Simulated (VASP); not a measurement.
Wanted: the native input for a VASP 6.6.1 run.

```
Task                   : single point
Functional             : PBEsol
Potentials or basis    : VASP PAW PBE potentials, release 64 (Pt)
Cutoff                 : 520 eV
k mesh                 : 22 × 22 × 22
Occupations            : gaussian, width 0.15 eV
Spin                   : no spin polarisation
Dipole correction      : no
Further INCAR settings : ALGO = Normal; EDIFF = 1e-06; NBANDS = 11
```

The structure of Pt lies in POSCAR:

```
Pt
1.0
   -1.5366934000      1.5366934000      1.5604567000
    1.5366934000     -1.5366934000      1.5604567000
    1.5366934000      1.5366934000     -1.5604567000
Pt
1
Direct
    0.0000000000      0.0000000000      0.0000000000
```

This cell differs from its parent crystal: strain -0.030 along x and y, -0.015 along z.

One way to write it, as run:

INCAR

```
SYSTEM = Pt
  ALGO = Normal
  EDIFF = 1E-6
  ENCUT = 520
  GGA = PS
  ISIF = 2
  ISMEAR = 0
  LASPH = .True.
  LCHARG = .False.
  LREAL = .False.
  LWAVE = .False.
  NBANDS = 11
  NELM = 80
  PREC = Accurate
  SIGMA = 0.15
```

KPOINTS

```
k-points
0
Gamma
  22 22 22
  0 0 0
```

Potentials or basis: VASP PAW PBE potentials, release 64 (Pt).

Launch:

```sh
$ cat potpaw_PBE.64/Pt/POTCAR > POTCAR
$ mpirun -np 1 vasp_std > vasp.out
```

It gave:

```yaml
Pressure: 9.0 GPa
Band_gap_on_the_k_mesh: zero (band 5 reaches 12.49 eV, above the bottom of band 6 at 10.07 eV)
```

Caveat: the cell differs from its parent crystal (strain -0.030 along x and y, -0.015 along z); the PAW data sets were made with another functional, which shifts forces and pressure a little; spin-orbit coupling is left out, which moves the levels of the heavy elements.

Wall time 52 s on 1 thread of Intel(R) Xeon(R) Platinum 8375C CPU @ 2.90GHz (Ice Lake) (shared host), peak memory 0.24 GiB.
